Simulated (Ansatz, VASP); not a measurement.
Au: VASP beside Ansatz

File INCAR:

```
ALGO = Fast
EDIFF = 1E-7
ENCUT = 520
GGA = PS
ISIF = 2
ISMEAR = 0
LASPH = T
LCHARG = T
LELF = T
LREAL = F
LVHAR = T
LWAVE = F
NBANDS = 18
NELM = 100
PREC = Accurate
SIGMA = 0.15
```

Contents of KPOINTS:

```
k-points
0
Gamma
  18 18 10
```

The input POSCAR:

```
Au
1.0
    2.8999984104      0.0000000000      0.0000000000
   -1.4499992052      2.5114722944      0.0000000000
    0.0000000000      0.0000000000      5.1240000000
Au
2
Direct
    0.3333333333      0.6666666667      0.7500000000
    0.6666666667      0.3333333333      0.2500000000
```

Input for Ansatz:

```yaml
crystal:
  lattice:
    - [2.8999984104, 0.0, 0.0]
    - [-1.4499992052, 2.5114722944, 0.0]
    - [0.0, 0.0, 5.124]
  atoms:
    - { symbol: Au, position: [0.3333333333, 0.6666666667, 0.75] }
    - { symbol: Au, position: [0.6666666667, 0.3333333333, 0.25] }
basis:
  ecutwfc: 420
kpoints:
  mp_grid: { grid: [18, 18, 10] }
hamiltonian:
  xc: pbesol
scf:
  occupations: { method: gaussian, width: 0.15 }
output:
  forces: true
  stress: true
  eigenvalues: true
```

Change from the starting cell: strain +0.000 along x and y, +0.050 along z, atoms carried along.

Alike in both runs: task single point; functional PBEsol; k mesh 18 × 18 × 10; occupations gaussian, width 0.15 eV; no spin polarisation.

|  | VASP | Ansatz |
| --- | --- | --- |
| version | VASP 6.6.1 | Ansatz 0.2.0 |
| potentials or method | VASP PAW PBE potentials, release 64 (Au), cutoff 520 eV | scalar-relativistic, plane waves, PAW |
| valence electrons in the cell | 22 | 38 |

|  | VASP | Ansatz | Ansatz less VASP |
| --- | --- | --- | --- |
| gap on the k mesh at the Fermi level (eV) | none | none | - |
| pressure (GPa) | -11.6 | -11.4 | +0.18 |
| traceless stress, the component that is largest in VASP (GPa) | -0.85 | -0.84 | +0.010 |

VASP's potentials were made for PBE, not for PBEsol. A gap of «none» marks a metal or a gap that the smearing closes. VASP's potentials hold 22 valence electrons a cell and Ansatz's 38, so a difference there can come from the potentials and not from the codes.

Spin-orbit coupling is off throughout.
